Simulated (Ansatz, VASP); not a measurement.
# One calculation of MgO, two programs

File INCAR:

```
SYSTEM = MgO
PREC = Accurate
ENCUT = 520
EDIFF = 1E-6
ISMEAR = 0
SIGMA = 0.05
LREAL = .False.
LASPH = .True.
NELM = 60
ALGO = Normal
ISIF = 2
LWAVE = .False.
LCHARG = .False.
GGA = PE
NBANDS = 26
```

KPOINTS

```
regular mesh
0
Gamma
  8 8 8
  0 0 0
```

File POSCAR:

```
MgO
1.0
    3.5213164963      0.0000000000      0.0000000000
    1.7606582482     -3.0495495405     -4.2393824239
    1.7606582481      3.0495495406     -4.2393824239
Mg O
4 4
Direct
    0.8734794220      0.4598539117      0.7931872443
    0.3849052944      0.9484280385      0.2817613727
    0.1291923580      0.5478856824      0.1937296016
    0.6291923584      0.0270629346      0.7145523486
    0.6186311478      0.7094566422      0.0532810621
    0.1186311478      0.2199477288      0.5427899756
    0.3692494882      0.2974171783      0.9640838453
    0.8680128074      0.7986538595      0.4653205257
```

Input for Ansatz:

```yaml
crystal:
  lattice:
    - [3.5213164963, 0.0, 0.0]
    - [1.7606582482, -3.0495495405, -4.2393824239]
    - [1.7606582481, 3.0495495406, -4.2393824239]
  atoms:
    - { symbol: Mg, position: [0.873479422, 0.4598539117, 0.7931872443] }
    - { symbol: Mg, position: [0.3849052944, 0.9484280385, 0.2817613727] }
    - { symbol: Mg, position: [0.129192358, 0.5478856824, 0.1937296016] }
    - { symbol: Mg, position: [0.6291923584, 0.0270629346, 0.7145523486] }
    - { symbol: O, position: [0.6186311478, 0.7094566422, 0.0532810621] }
    - { symbol: O, position: [0.1186311478, 0.2199477288, 0.5427899756] }
    - { symbol: O, position: [0.3692494882, 0.2974171783, 0.9640838453] }
    - { symbol: O, position: [0.8680128074, 0.7986538595, 0.4653205257] }
basis:
  ecutwfc: 520.0
kpoints:
  mp_grid: { grid: [8, 8, 8] }
hamiltonian:
  xc: pbe
  pseudopotentials: { kind: paw, azcp: { folder: soft_1 } }
scf:
  occupations: { method: gaussian, width: 0.05 }
output:
  forces: true
  stress: true
  eigenvalues: true
```

Change from the starting cell: mode 12 frozen in at -0.054 Å and mode 21 at -0.064 Å (largest displacements).

Alike in both runs: task single point; functional PBE; k mesh 8 × 8 × 8; occupations gaussian, width 0.05 eV; no spin polarisation.

|  | VASP | Ansatz |
| --- | --- | --- |
| version | VASP 6.6.1 | Ansatz 0.2.0 |
| potentials or method | VASP PAW PBE potentials, release 64 (Mg, O), cutoff 520 eV | scalar-relativistic, plane waves, PAW |
| valence electrons in the cell | 32 | 64 |

|  | VASP | Ansatz | Ansatz less VASP |
| --- | --- | --- | --- |
| gap on the k mesh at the Fermi level (eV) | 3.07 | 3.09 | +0.026 |
| least direct gap on the mesh (eV) | 3.07 | 3.09 | +0.026 |
| pressure (GPa) | 0.3 | 0.9 | +0.56 |
| traceless stress, the component that is largest in VASP (GPa) | 1.63 | 1.71 | +0.084 |
| rms of the force components (eV/Å) | 0.571 | 0.564 | -0.0067 |

Atom by atom the forces differ by 0.007 eV/Å (rms over components). VASP's potentials hold 32 valence electrons a cell and Ansatz's 64, so a difference there can come from the potentials and not from the codes.
